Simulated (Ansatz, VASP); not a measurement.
BaN: VASP beside Ansatz

```xyz
4
Lattice="0.0000 3.6407 3.6407 3.6407 0.0000 3.6407 3.6407 3.6407 0.0000" Properties=species:S:1:pos:R:3 pbc="T T T"
Ba    0.0000    0.0000    0.0000
Ba    1.8203    1.8203    1.8203
N     5.4610    5.4610    5.4610
N     3.6407    3.6407    3.6407
```

Alike in both runs: task single point; functional PBE; k mesh 4 × 4 × 4; occupations gaussian, width 0.1 eV; collinear spin.

```csv
,VASP,Ansatz
version,VASP 6.6.1,Ansatz 0.2.0
potentials or method,"VASP PAW PBE potentials, release 64 (Ba_sv, N), cutoff 520 eV","scalar-relativistic, plane waves, PAW"
valence electrons in the cell,30,30
```

VASP gave:

| Item | Value |
| --- | --- |
| gap on the k mesh at the Fermi level (eV) | none |
| pressure (GPa) | -4.3 |
| net moment per atom (μB) | 0.50 |
| size of the moment on the site where the two differ most (μB) | 0.74 |

Problem. Which values does Ansatz return?

Solution. gap on the k mesh at the Fermi level (eV): none; pressure (GPa): -5.5; net moment per atom (μB): 0.50; size of the moment on the site where the two differ most (μB): 1.06.

Site moments also hang on the region over which each program counts them. A gap of «none» marks a metal or a gap that the smearing closes. The functional is the same, so the differences come from potentials, cutoffs and numerics.

The k mesh is coarse, so the values compare programs but aren't converged. Spin-orbit coupling is off throughout.
